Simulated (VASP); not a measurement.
# BP (I-4m2) in VASP: further runs

The runs below take BP through single point, with PBE.

All numbers are computed with VASP 6.6.1; they aren't measurements. Logs are shortened: lines on timing, memory, paths and dates and some standing lists are left out, and cuts for length are marked.

**1. The cell of the first run**

Symmetry: I-4m2, No. 119, tetragonal system. The conventional cell has a = 2.952 Å, b = 2.952 Å, c = 4.538 Å, α = 90.00°, β = 90.00°, γ = 90.00°. B (site symmetry -4m2) has 4 P at 1.86 Å within 2.5 Å. Within 2.5 Å of P (site symmetry -4m2) lie 4 B at 1.86 Å.

**2. Single point, PBE (strain -0.080 along x and y, +0.000 along z)**

File INCAR:

```
SYSTEM = BP
  PREC = Accurate
  ENCUT = 520
  EDIFF = 1E-7
  ISMEAR = 0
  SIGMA = 0.05
  LREAL = .FALSE.
  LASPH = .TRUE.
  NELM = 60
  ALGO = Normal
  ISIF = 2
  LWAVE = .FALSE.
  LCHARG = .FALSE.
  GGA = PE
  NBANDS = 11
```

File KPOINTS:

```
regular mesh
0
G
  10 10 10
  0 0 0
```

File POSCAR:

```
BP
1.0
    0.0000000000      2.0874800000      2.2690000000
    2.0874800000      0.0000000000      2.2690000000
    2.0874800000      2.0874800000      0.0000000000
B P
1 1
Direct
    0.0000000000      0.0000000000      0.0000000000
    0.7500000000      0.7500000000      0.7500000000
```

Potentials or basis: VASP PAW PBE potentials, release 64 (B, P).

Launch:

```
> cat potpaw_PBE.64/B/POTCAR potpaw_PBE.64/P/POTCAR > POTCAR
> mpirun -np 1 vasp_std > vasp.out
```

OUTCAR:

```text
SYSTEM = BP
   PREC = Accurate
   ENCUT = 520
   EDIFF = 1E-7
   ISMEAR = 0
   LREAL = .FALSE.
   LASPH = .TRUE.
   NELM = 60
   ISIF = 2
   GGA = PE

 ion  position               nearest neighbor table
   1  0.000  0.000  0.000-   2 1.86   2 1.86   2 1.86   2 1.86
   2  0.750  0.750  0.750-   1 1.86   1 1.86   1 1.86   1 1.86

  LATTYP: Found a body centered tetragonal cell.
 ALAT       =     2.9521425272
 C/A-ratio  =     1.5371886548

  Lattice vectors:

 A1 = (  -2.0874800000,   0.0000000000,   2.2690000000)
 A2 = (   2.0874800000,   0.0000000000,   2.2690000000)
 A3 = (   0.0000000000,   2.0874800000,  -2.2690000000)

Analysis of symmetry for initial positions (statically):
=====================================================================
 Subroutine PRICEL returns:
 Original cell was already a primitive cell.

 Routine SETGRP: Setting up the symmetry group for a
 body centered tetragonal supercell.

 Subroutine GETGRP returns: Found  8 space group operations
 (whereof  8 operations were pure point group operations)
 out of a pool of 16 trial point group operations.

The static configuration has the point symmetry D_2d.

Analysis of symmetry for dynamics (positions and initial velocities):
=====================================================================
 Subroutine PRICEL returns:
 Original cell was already a primitive cell.

 Routine SETGRP: Setting up the symmetry group for a
 body centered tetragonal supercell.

 Subroutine GETGRP returns: Found  8 space group operations
 (whereof  8 operations were pure point group operations)
 out of a pool of 16 trial point group operations.

The dynamic configuration has the point symmetry D_2d.

 Subroutine INISYM returns: Found  8 space group operations
 (whereof  8 operations are pure point group operations),
 and found     1 'primitive' translations

----------------------------------------------------------------------------------------

                                     Primitive cell

  volume of cell :      19.7747

  direct lattice vectors                    reciprocal lattice vectors
     0.000000000  2.087480000  2.269000000    -0.239523253  0.239523253  0.220361393
     2.087480000  0.000000000  2.269000000     0.239523253 -0.239523253  0.220361393
     2.087480000  2.087480000  0.000000000     0.239523253  0.239523253 -0.220361393

  length of vectors
     3.083169433  3.083169433  2.952142527     0.404106324  0.404106324  0.404106324

  position of ions in fractional coordinates (direct lattice)
     0.000000000  0.000000000  0.000000000
     0.750000000  0.750000000  0.750000000
[... 87 lines left out ...]
   PSTRESS=    0.0 pullay stress
   NELECT =       8.0000    total number of electrons
   NUPDOWN=      -1.0000    fix difference up-down
   EMIN   =  10.00;   EMAX   =-10.00  energy-range for DOS
   EFERMI =   0.00;   METHOD = LEGACY
   ISMEAR =     0;   SIGMA  =   0.05  broadening in eV -4-tet -1-fermi 0-gaus
   EFERMI_NEDOS =   21; number of points for ismear=-14 and -15
   IALGO  =     38    algorithm
   IMIX   =      4    mixing-type and parameters
     AMIX     =   0.40;   BMIX     =  1.00
     AMIX_MAG =   1.60;   BMIX_MAG =  1.00
  volume/ion in A,a.u.               =       9.89        66.72
  Fermi-wavevector in a.u.,A,eV,Ry     =   1.210789  2.288059 19.946275  1.466010
  Thomas-Fermi vector in A             =   2.346325
   LORBIT       =      0    0 simple, 1 ext, 2 COOP (PROOUT), +10 PAW based schemes
   GGA     = PE    functional components
   LHFCALC =     F    Hartree Fock is set to
   AEXX    =    0.0000 exact exchange contribution
   IVDW    =     0    specifies the selected vdW correction
   LEPSILON=     F    determine dielectric tensor
   LRPA    =     F    only Hartree local field effects (RPA)
 non-spin polarized calculation
 Gauss-broadening in eV      SIGMA  =   0.05
  energy-cutoff  :      520.00
  volume of cell :       19.77
 maximum number of plane-waves:       549
   NGX = 11   NGY = 11   NGZ = 11

 number of electron       8.0000000 magnetization

 Free energy of the ion-electron system (eV)
  ---------------------------------------------------
  ext. energy  EPLUGINS =         0.00000000
  ---------------------------------------------------
  free energy    TOTEN  =       -12.44612177 eV

  energy without entropy =      -12.44612177  energy(sigma->0) =      -12.44612177

 E-fermi :  10.0233     XC(G=0): -11.6463

 val. band max:        9.8585254930   @ k =   0.0000   0.0000   0.0000
 cond. band min:      10.1932441876   @ k =   0.4000   0.0000   0.4000
 fundamental gap:      0.3347186946
 Fermi energy:        10.0233488982

 k-point     1 :       0.0000    0.0000    0.0000
  band No.  band energies     occupation
      1      -7.4985      2.00000
      2       8.8843      2.00000
      3       9.8585      2.00000
      4       9.8585      2.00000
      5      13.1483      0.00000
      6      13.1483      0.00000
      7      13.5516      0.00000
      8      19.2866      0.00000
      9      20.8976      0.00000
     10      22.3510      0.00000
     11      23.4589      0.00000
[... 309 lines left out ...]
 k-point    24 :       0.4000    0.3000    0.0000
  band No.  band energies     occupation
      1      -4.4401      2.00000
      2       2.3914      2.00000
      3       5.1836      2.00000
      4       6.1386      2.00000
      5      11.9093      0.00000
      6      13.7893      0.00000
      7      20.1695      0.00000
      8      20.2652      0.00000
      9      24.7513      0.00000
     10      26.2226      0.00000
     11      28.5602      0.00000

 [... further k-points ...]

------------------------ aborting loop because EDIFF is reached ----------------------------------------

  FORCE on cell =-STRESS in cart. coord.  units (eV):
  Direction    XX          YY          ZZ          XY          YZ          ZX
  --------------------------------------------------------------------------------------
  -------------------------------------------------------------------------------------
  Total        5.8732832      5.8732832      2.3897146      0.0000000      0.0000000      0.0000000
  in kB      475.8634905    475.8634905    193.6187823      0.0000000      0.0000000      0.0000000
  external PRESSURE =     381.7819211 kB  Pullay stress =       0.0000000 kB

 VOLUME and BASIS-vectors are now :
 -----------------------------------------------------------------------------
  energy-cutoff  :      520.00
  volume of cell :       19.77
      direct lattice vectors                 reciprocal lattice vectors
     0.000000000  2.087480000  2.269000000    -0.239523253  0.239523253  0.220361393
     2.087480000  0.000000000  2.269000000     0.239523253 -0.239523253  0.220361393
     2.087480000  2.087480000  0.000000000     0.239523253  0.239523253 -0.220361393

 POSITION                                       TOTAL-FORCE (eV/Angst)
 -----------------------------------------------------------------------------------
      0.00000      0.00000      0.00000         0.000000     -0.000000     -0.000000
      3.13122      3.13122      3.40350        -0.000000      0.000000      0.000000
 -----------------------------------------------------------------------------------
    total drift:                                0.000000      0.000000     -0.000000

  FREE ENERGIE OF THE ION-ELECTRON SYSTEM (eV)
  ---------------------------------------------------
  free  energy   TOTEN  =       -12.4461217725 eV

  energy  without entropy=      -12.4461217703  energy(sigma->0) =      -12.44612177
```

OSZICAR:

```text
N       E                     dE             d eps       ncg     rms          rms(c)
DAV:   1     0.950170982839E+01    0.95017E+01   -0.40704E+03  2260   0.668E+02
DAV:   2    -0.129846441762E+02   -0.22486E+02   -0.21415E+02  2972   0.116E+02
DAV:   3    -0.135451492049E+02   -0.56051E+00   -0.55905E+00  2805   0.156E+01
DAV:   4    -0.135469999635E+02   -0.18508E-02   -0.18505E-02  2637   0.106E+00
DAV:   5    -0.135470073560E+02   -0.73925E-05   -0.73925E-05  2792   0.667E-02    0.912E+00
DAV:   6    -0.126042324909E+02    0.94277E+00   -0.18715E+00  2586   0.650E+00    0.488E+00
DAV:   7    -0.124549864500E+02    0.14925E+00   -0.42085E-01  2855   0.329E+00    0.156E+00
DAV:   8    -0.124456567704E+02    0.93297E-02   -0.32374E-02  2639   0.110E+00    0.245E-01
DAV:   9    -0.124459523969E+02   -0.29563E-03   -0.68708E-04  2640   0.190E-01    0.170E-01
DAV:  10    -0.124461130653E+02   -0.16067E-03   -0.20477E-04  2578   0.924E-02    0.332E-02
DAV:  11    -0.124461212023E+02   -0.81369E-05   -0.90850E-06  2808   0.203E-02    0.424E-02
DAV:  12    -0.124461218708E+02   -0.66852E-06   -0.37192E-06  2559   0.984E-03    0.218E-02
DAV:  13    -0.124461217398E+02    0.13100E-06   -0.12917E-07  1957   0.222E-03    0.935E-03
DAV:  14    -0.124461217725E+02   -0.32739E-07   -0.56367E-08  1314   0.129E-03
   1 F= -.12446122E+02 E0= -.12446122E+02  d E =-.218360E-08
```

stdout:

```text
POSCAR found type information on POSCAR B P
 POSCAR found :  2 types and       2 ions
 scaLAPACK will be used
 LDA part: xc-table for (Slater+PW92), standard interpolation
 POSCAR, INCAR and KPOINTS ok, starting setup
 FFT: planning ... GRIDC
 FFT: planning ... GRID_SOFT
 FFT: planning ... GRID
 WAVECAR not read
 entering main loop
```

Wall time 18 s (1 thread of Intel Xeon Platinum 8259CL at 2.50GHz (Skylake/Cascade Lake), shared host); peak memory 0.14 GiB.

What came out:

```
Free energy            : -12.4461 eV
Pressure               : 38.2 GPa
Band gap on the k mesh : 0.33 eV, indirect (least direct gap 3.29 eV)
```

Caveat: the cell differs from its parent crystal (strain -0.080 along x and y, +0.000 along z). A k mesh can miss the band edges.

**3. Single point, PBE (strain -0.040 along x and y, -0.080 along z)**

File INCAR:

```
SYSTEM = BP
PREC = Accurate
ENCUT = 520
EDIFF = 1E-7
ISMEAR = 0
SIGMA = 0.05
LREAL = .False.
LASPH = .True.
NELM = 60
ALGO = Normal
ISIF = 2
LWAVE = .False.
LCHARG = .False.
GGA = PE
NBANDS = 11
```

File KPOINTS:

```
regular mesh
0
Gamma
  10 10 10
  0 0 0
```

File POSCAR:

```
BP
1.0
    0.0000000000      2.1782400000      2.0874800000
    2.1782400000      0.0000000000      2.0874800000
    2.1782400000      2.1782400000      0.0000000000
B P
1 1
Direct
    0.0000000000      0.0000000000      0.0000000000
    0.7500000000      0.7500000000      0.7500000000
```

Potentials or basis: VASP PAW PBE potentials, release 64 (B, P).

Launch:

```
> cat potpaw_PBE.64/B/POTCAR potpaw_PBE.64/P/POTCAR > POTCAR
> mpirun -np 1 vasp_std > vasp.out
```

It took 22 s on 1 thread of Intel Xeon Platinum 8259CL at 2.50GHz (Skylake/Cascade Lake), shared host; peak memory 0.14 GiB.

The run converged. Its results:

| Item | Value |
| --- | --- |
| Free energy | -12.5261 eV |
| Pressure | 37.9 GPa |
| Band gap on the k mesh | 0.34 eV, indirect (least direct gap 3.29 eV) |

Stress tensor (GPa, compression positive):
```
33.94  0.00  0.00
 0.00 33.94  0.00
 0.00  0.00 45.82
```

Levels at points of the mesh, in eV from the valence-band top:
| k point | band 1 | band 2 | band 3 | band 4 | band 5 | band 6 | band 7 | band 8 | band 9 |
| --- | --- | --- | --- | --- | --- | --- | --- | --- | --- |
| (0.00, 0.00, 0.00) | -17.29 | -0.42 | -0.42 | 0.00 | 3.29 | 3.52 | 3.52 | 9.69 | 11.73 |
| (0.50, 0.00, 0.00) | -13.29 | -10.56 | -2.53 | -1.92 | 4.11 | 4.27 | 5.25 | 10.45 | 14.99 |
| (0.50, 0.50, 0.00) | -11.18 | -9.44 | -5.34 | -5.34 | 0.36 | 0.78 | 13.37 | 13.37 | 17.44 |
| (0.50, 0.00, 0.50) | -11.70 | -9.89 | -4.87 | -4.77 | 0.87 | 1.47 | 12.81 | 14.01 | 16.49 |

Caveat: the cell differs from its parent crystal (strain -0.040 along x and y, -0.080 along z). A k mesh can miss the band edges.

(Continued in part 2 of 2.)
